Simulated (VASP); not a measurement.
Crystal: Ti.

```
Ti
1.0
    -1.64100    1.64100    1.64100
     1.64100   -1.64100    1.64100
     1.64100    1.64100   -1.64100
Ti
1
Direct
  0.00000 0.00000 0.00000
```

* Program: VASP 6.6.1
* Task: relaxation of cell and atoms
* Functional: LDA
* Potentials or basis: VASP PAW LDA potentials, release 64 (Ti_sv)
* Cutoff: 600 eV
* k mesh: 11 × 11 × 11
* Occupations: fermi-dirac, width 0.05 eV
* Spin: no spin polarisation

At the start: pressure -11.0 GPa; volume 17.68 Å³/atom.

Q: Where does the relaxation end?

A: Over 3 steps the energy falls by 68.9 meV/atom and the volume is 15.83 Å³/atom (-10.4 %); space group Im-3m (No. 229, to 0.05 Å).

Step by step:
```csv
step,energy change (eV),largest force (eV/Å),pressure (GPa),volume (Å³)
1,0.0000,0.0000,-10.97,17.68
2,-0.0392,0.0000,9.36,14.76
3,-0.0689,0.0000,-0.01,15.83
```

Final structure:
```yaml
crystal:
  lattice:
    - [-1.58181, 1.58181, 1.58181]
    - [1.58181, -1.58181, 1.58181]
    - [1.58181, 1.58181, -1.58181]
  atoms:
    - { symbol: Ti, position: [0.00000, 0.00000, 0.00000] }
```

Caveat: the volume moved by -10 % from the deposited cell, more than functionals usually miss.
